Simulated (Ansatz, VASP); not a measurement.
**One calculation of Ir, two programs**

The input INCAR:

```
SYSTEM = Ir
  ALGO = Normal
  EDIFF = 1E-7
  ENCUT = 520
  GGA = RP
  ISIF = 2
  ISMEAR = -1
  ISPIN = 2
  LASPH = .TRUE.
  LCHARG = .FALSE.
  LMAXMIX = 4
  LORBIT = 11
  LREAL = .FALSE.
  LWAVE = .FALSE.
  MAGMOM = 1
  NBANDS = 14
  NELM = 150
  PREC = Accurate
  SIGMA = 0.05
```

The input KPOINTS:

```
k-points
0
G
  23 23 23
  0 0 0
```

File POSCAR:

```
Ir
1.0
    0.0000000000      1.8625506172      1.8625506172
    1.8625506172      0.0000000000      1.8625506172
    1.8625506172      1.8625506172      0.0000000000
Ir
1
Direct
    0.0000000000      0.0000000000      0.0000000000
```

Input for Ansatz:

```yaml
crystal:
  lattice:
    - [0.0, 1.8625506171, 1.8625506171]
    - [1.8625506171, 0.0, 1.8625506171]
    - [1.8625506171, 1.8625506171, 0.0]
  atoms:
    - { symbol: Ir, position: [0.0, 0.0, 0.0], spin: 1.0 }
hamiltonian:
  xc: rpbe
  pseudopotentials:
    kind: paw
    azcp:
      Ir: "pseudopotentials/Ir.paw.azcp"
basis:
  ecutwfc: 420
  fft_grid_basis: typed
kpoints:
  mp_grid: { grid: [23, 23, 23], shift: [0, 0, 0] }
magnetization:
  spin_polarized: true
scf:
  occupations: { method: fermi_dirac, width: 0.05 }
output:
  stress: true
```

Alike in both runs: task single point; functional RPBE; k mesh 23 × 23 × 23; occupations fermi-dirac, width 0.05 eV; collinear spin.

|  | VASP | Ansatz |
| --- | --- | --- |
| version | VASP 6.6.1 | Ansatz 0.2.0 |
| potentials or method | VASP PAW PBE potentials, release 64 (Ir), cutoff 520 eV | plane waves (420 eV) with PAW, scalar-relativistic |
| valence electrons in the cell | 9 | 17 |

```tsv
	VASP	Ansatz	Ansatz less VASP
net moment per atom (μB)	0.00	0.00	0.000
```

VASP's potentials were made for PBE, not for RPBE. With one functional, cell and mesh, what is left measures potentials, basis and numerics. VASP's potentials hold 9 valence electrons a cell and Ansatz's 17, so a difference there can come from the potentials and not from the codes. Ansatz's warnings: seeded moment not kept.

Neither program's run includes spin-orbit coupling.
